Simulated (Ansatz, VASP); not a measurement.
Os: VASP beside Ansatz

File INCAR:

```
SYSTEM = Os
ALGO = Normal ; EDIFF = 1E-6
ENCUT = 520 ; GGA = RP
ISIF = 2 ; ISMEAR = -1
LASPH = .True. ; LCHARG = .False.
LREAL = .False. ; LWAVE = .False.
NBANDS = 15 ; NELM = 100
PREC = Accurate ; SIGMA = 0.1
```

The input KPOINTS:

```
k-points
0
Gamma
  11 11 11
  0 0 0
```

Contents of POSCAR:

```
Os
1.0
    0.0000000000      2.7525964663      2.7525964663
    2.7525964663      0.0000000000      2.7525964663
    2.7525964663      2.7525964663      0.0000000000
Os
2
Direct
    0.1250000000      0.1250000000      0.1250000000
    0.8750000000      0.8750000000      0.8750000000
```

Input for Ansatz:

```yaml
crystal:
  lattice:
    - [0.0, 2.7525964663, 2.7525964663]
    - [2.7525964663, 0.0, 2.7525964663]
    - [2.7525964663, 2.7525964663, 0.0]
  atoms:
    - { symbol: Os, position: [0.125, 0.125, 0.125] }
    - { symbol: Os, position: [0.875, 0.875, 0.875] }
hamiltonian:
  xc: rpbe
  pseudopotentials:
    kind: paw
    azcp:
      Os: "pseudopotentials/Os.paw.azcp"
basis:
  ecutwfc: 420
  fft_grid_basis: typed
kpoints:
  mp_grid: { grid: [11, 11, 11], shift: [0, 0, 0] }
magnetization:
  spin_polarized: false
scf:
  occupations: { method: fermi_dirac, width: 0.1 }
  lower_state_search: "off"
output:
  stress: true
```

Alike in both runs: task single point; functional RPBE; k mesh 11 × 11 × 11; occupations fermi-dirac, width 0.1 eV; no spin polarisation.

|  | VASP | Ansatz |
| --- | --- | --- |
| version | VASP 6.6.1 | Ansatz 0.2.0 |
| potentials or method | VASP PAW PBE potentials, release 64 (Os), cutoff 520 eV | plane waves (420 eV) with PAW, scalar-relativistic |
| valence electrons in the cell | 16 | 32 |

```tsv
	VASP	Ansatz	Ansatz less VASP
pressure (GPa)	7.5	8.8	+1.31
```

VASP's potentials were made for PBE, not for RPBE. The functional is the same, so the differences come from potentials, cutoffs and numerics. VASP's potentials hold 16 valence electrons a cell and Ansatz's 32, so a difference there can come from the potentials and not from the codes.

Spin-orbit coupling is off throughout.
